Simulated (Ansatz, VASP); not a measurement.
# One calculation of SnTe, two programs

```
Sn Te
1.0
     0.00000    3.53749    3.53749
     3.53749    0.00000    3.53749
     3.53749    3.53749    0.00000
Sn Te
1 1
Direct
  0.00000 0.00000 0.00000
  0.25000 0.25000 0.25000
```

Alike in both runs: functional PBEsol; k mesh 12 × 12 × 12; occupations fermi-dirac, width 0.1 eV; no spin polarisation.

Ansatz relaxed the structure, and its values are those at the end. VASP's run is a single point on that final structure, the one shown.

```csv
,VASP,Ansatz
version,VASP 6.6.1,Ansatz 0.2.0
potentials or method,"VASP PAW PBE potentials, release 64 (Sn_d, Te)","PAW with Ansatz's default frozen-core files, scalar-relativistic"
plane-wave cutoff (eV),520,420
valence electrons in the cell,20,30
```

|  | VASP | Ansatz | Ansatz less VASP |
| --- | --- | --- | --- |
| pressure (GPa) | 0.0 | 0.0 | +0.02 |

VASP's potentials were made for PBE, not for PBEsol. VASP's potentials hold 20 valence electrons a cell and Ansatz's 30, so a difference there can come from the potentials and not from the codes.

Spin-orbit coupling is off throughout.
